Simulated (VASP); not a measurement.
A run of VASP 6.6.1 is set up as follows.

Contents of POSCAR:

```
MgS
1.0
    0.0000000000      2.8331200468      2.8331200468
    2.8331200468      0.0000000000      2.8331200468
    2.8331200468      2.8331200468      0.0000000000
Mg S
1 1
Direct
    0.0000000000      0.0000000000      0.0000000000
    0.7500000000      0.7500000000      0.7500000000
```

INCAR.step1

```
SYSTEM = MgS
PREC     = Accurate       ! precision mode
ENCUT    = 660            ! plane-wave cutoff, eV
ISMEAR   = 1              ! smearing method
SIGMA    = 0.54           ! smearing width, eV
LREAL    = .False.        ! projectors in reciprocal space
LASPH    = .True.         ! aspherical terms in the spheres
NELM     = 120            ! most SCF steps
NBANDS   = 11             ! bands
GGA      = PE             ! functional
ALGO     = Normal         ! electronic algorithm
EDIFF    = 1E-5           ! SCF threshold, eV
LWAVE    = .True.         ! write WAVECAR
LCHARG   = .False.        ! write CHGCAR
GGA_COMPAT= .False.
```

INCAR.step2

```
SYSTEM = MgS
PREC     = Accurate       ! precision mode
ENCUT    = 660            ! plane-wave cutoff, eV
EDIFF    = 1E-6           ! SCF threshold, eV
ISMEAR   = 1              ! smearing method
SIGMA    = 0.54           ! smearing width, eV
LREAL    = .False.        ! projectors in reciprocal space
LASPH    = .True.         ! aspherical terms in the spheres
NELM     = 120            ! most SCF steps
ALGO     = Normal         ! electronic algorithm
ISIF     = 2              ! what is computed and relaxed
LWAVE    = .False.        ! write WAVECAR
LCHARG   = .False.        ! write CHGCAR
METAGGA  = R2SCAN         ! meta-GGA
LMIXTAU  = .True.       
IVDW     = 12             ! dispersion correction
VDW_S6   = 1.0          
VDW_S8   = 0.78981345   
VDW_A1   = 0.49484001   
VDW_A2   = 5.73083694   
NBANDS   = 11             ! bands
ISTART   = 1            
GGA_COMPAT= .False.
```

Contents of KPOINTS:

```
regular mesh
0
Gamma
  5 5 5
  0 0 0
```

Potentials or basis: VASP PAW PBE potentials, release 64 (Mg, S).

The run is started by

```sh
$ cat potpaw_PBE.64/Mg/POTCAR potpaw_PBE.64/S/POTCAR > POTCAR
$ cp INCAR.step1 INCAR
$ mpirun -np 1 vasp_std > vasp.out
$ cp INCAR.step2 INCAR
$ mpirun -np 1 vasp_std > vasp.out
```

(1) Predict the band gap on the k mesh.

(2) What does it give for the dispersion energy per atom?

(3) What does it give for the pressure?

## Answers

(1) 4.12 eV, direct.

(2) -0.130 eV.

(3) -1.4 GPa.

Caveat: the PAW data sets were made with another functional, which shifts forces and pressure a little.
